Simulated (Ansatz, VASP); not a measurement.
## Two plane-wave programs on Au

Contents of POSCAR:

```
Au
1.0
   -1.6682446112      1.6682446112      1.6682446112
    1.6682446112     -1.6682446112      1.6682446112
    1.6682446112      1.6682446112     -1.6682446112
Au
1
Direct
    0.0000000000      0.0000000000      0.0000000000
```

The input INCAR.step1:

```
ALGO = Normal
EDIFF = 1E-5
ENCUT = 520
GGA = PE
ISIF = 2
ISMEAR = -1
LASPH = True
LCHARG = False
LREAL = False
LWAVE = True
NBANDS = 12
NELM = 60
PREC = Accurate
SIGMA = 0.05
```

File INCAR.step2:

```
AEXX = 0.25
ALGO = Normal
EDIFF = 1E-6
ENCUT = 520
GGA = PE
ISIF = 2
ISMEAR = -1
ISTART = 1
LASPH = True
LCHARG = False
LHFCALC = True
LREAL = False
LWAVE = False
NBANDS = 12
NELM = 60
PREC = Accurate
PRECFOCK = Normal
SIGMA = 0.05
```

File KPOINTS:

```
k-points
0
Gamma
  6 6 6
```

input.yaml

```yaml
crystal:
  lattice:
    - [-1.6682446112, 1.6682446112, 1.6682446112]
    - [1.6682446112, -1.6682446112, 1.6682446112]
    - [1.6682446112, 1.6682446112, -1.6682446112]
  atoms:
    - { symbol: Au, position: [0.0, 0.0, 0.0] }
hamiltonian:
  xc: pbe0
  pseudopotentials: { kind: paw }
kpoints:
  mp_grid: { grid: [6, 6, 6] }
scf:
  occupations: { method: fermi_dirac, width: 0.05 }
output:
  forces: true
  stress: true
  eigenvalues: true
```

Alike in both runs: task single point; functional PBE0; k mesh 6 × 6 × 6; occupations fermi-dirac, width 0.05 eV; no spin polarisation.

|  | VASP | Ansatz |
| --- | --- | --- |
| version | VASP 6.6.1 | Ansatz 0.2.0 |
| potentials or method | VASP PAW PBE potentials, release 64 (Au) | Ansatz PAW |
| plane-wave cutoff (eV) | 520 | 420 |
| valence electrons in the cell | 11 | 19 |

VASP gave:

| Property | Result |
| --- | --- |
| gap on the k mesh at the Fermi level (eV) | none |
| pressure (GPa) | -6.6 |

**Question.** Estimate Ansatz's values.

**Answer.** gap on the k mesh at the Fermi level (eV): none; pressure (GPa): -6.5.

A gap of «none» marks a metal or a gap that the smearing closes. The functional is the same, so the differences come from potentials, cutoffs and numerics. VASP's potentials hold 11 valence electrons a cell and Ansatz's 19, so a difference there can come from the potentials and not from the codes.

The k mesh is coarse, so the values compare programs but aren't converged. Neither program's run includes spin-orbit coupling.
